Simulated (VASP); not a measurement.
Wanted: the native input for a VASP 6.6.1 run.

| Item | Value |
| --- | --- |
| Task | single point |
| Functional | PBEsol |
| Potentials or basis | VASP PAW PBE potentials, release 64 (Pt, Ti_sv) |
| Cutoff | 520 eV |
| k mesh | 7 × 7 × 7 |
| Occupations | fermi-dirac, width 0.05 eV |
| Spin | no spin polarisation |
| Dipole correction | no |
| Further INCAR settings | ALGO = Normal; EDIFF = 1e-07; NBANDS = 29 |

The structure of TiPt3 lies in POSCAR:

```
TiPt3
1.0
    3.9482821967      0.0000000000      0.0000000000
    0.0000000000      3.9482821967      0.0000000000
    0.0000000000      0.0000000000      3.9482821967
Pt Ti
3 1
Direct
    0.5000000000      0.5000000000      0.0000000000
    0.5000000000      0.0000000000      0.5000000000
    0.0000000000      0.5000000000      0.5000000000
    0.0000000000      0.0000000000      0.0000000000
```

This cell differs from its parent crystal: volume scaled by 1.04.

The input as run:

INCAR

```
SYSTEM = TiPt3
PREC     = Accurate       ! precision mode
ENCUT    = 520            ! plane-wave cutoff, eV
EDIFF    = 1E-7           ! SCF threshold, eV
ISMEAR   = -1             ! smearing method
SIGMA    = 0.05           ! smearing width, eV
LREAL    = .False.        ! projectors in reciprocal space
LASPH    = .True.         ! aspherical terms in the spheres
NELM     = 80             ! most SCF steps
ALGO     = Normal         ! electronic algorithm
ISIF     = 2              ! what is computed and relaxed
LWAVE    = .False.        ! write WAVECAR
LCHARG   = .False.        ! write CHGCAR
GGA      = PS             ! functional
NBANDS   = 29             ! bands
```

KPOINTS

```
Automatic mesh
0
Gamma
  7 7 7
  0 0 0
```

Potentials or basis: VASP PAW PBE potentials, release 64 (Pt, Ti_sv).

Run with:

```sh
$ cat potpaw_PBE.64/Pt/POTCAR potpaw_PBE.64/Ti_sv/POTCAR > POTCAR
$ mpirun -np 1 vasp_std > vasp.out
```

It gave:

```
Pressure               : -9.3 GPa
Band gap on the k mesh : zero (band 21 reaches 12.33 eV, above the bottom of band 22 at 10.92 eV)
```

Caveat: the PAW data sets were made with another functional, which shifts forces and pressure a little; spin-orbit coupling is left out, which moves the levels of the heavy elements.

It took 36 s on 1 thread of Intel(R) Xeon(R) Platinum 8259CL CPU @ 2.50GHz (Skylake/Cascade Lake) (shared host), peak memory 0.18 GiB.
